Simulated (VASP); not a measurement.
Here is a VASP 6.6.1 calculation.

The input INCAR:

```
ALGO = Normal
EDIFF = 1E-6
ENCUT = 520
GGA = PE
ISIF = 2
ISMEAR = -1
LASPH = T
LCHARG = F
LREAL = F
LWAVE = F
NBANDS = 20
NELM = 100
PREC = Accurate
SIGMA = 0.08
```

The input KPOINTS:

```
k-points
0
Gamma
  14 14 14
```

The input POSCAR:

```
V
1.0
    0.0000000000      2.0332668825      2.0332668825
    2.0332668825      0.0000000000      2.0332668825
    2.0332668825      2.0332668825      0.0000000000
V
2
Direct
   -0.1250000000     -0.1250000000     -0.1250000000
    0.1250000000      0.1250000000      0.1250000000
```

Potentials or basis: VASP PAW PBE potentials, release 64 (V_sv).

Run with:

```bash
$ cat potpaw_PBE.64/V_sv/POTCAR > POTCAR
$ mpirun -np 1 vasp_std > vasp.out
```

**Question.** Predict the band gap on the k mesh.

**Answer.** Zero (band 13 reaches 18.59 eV, above the bottom of band 14 at 15.64 eV).

**Question.** What does it give for the pressure?

**Answer.** 324.9 GPa.
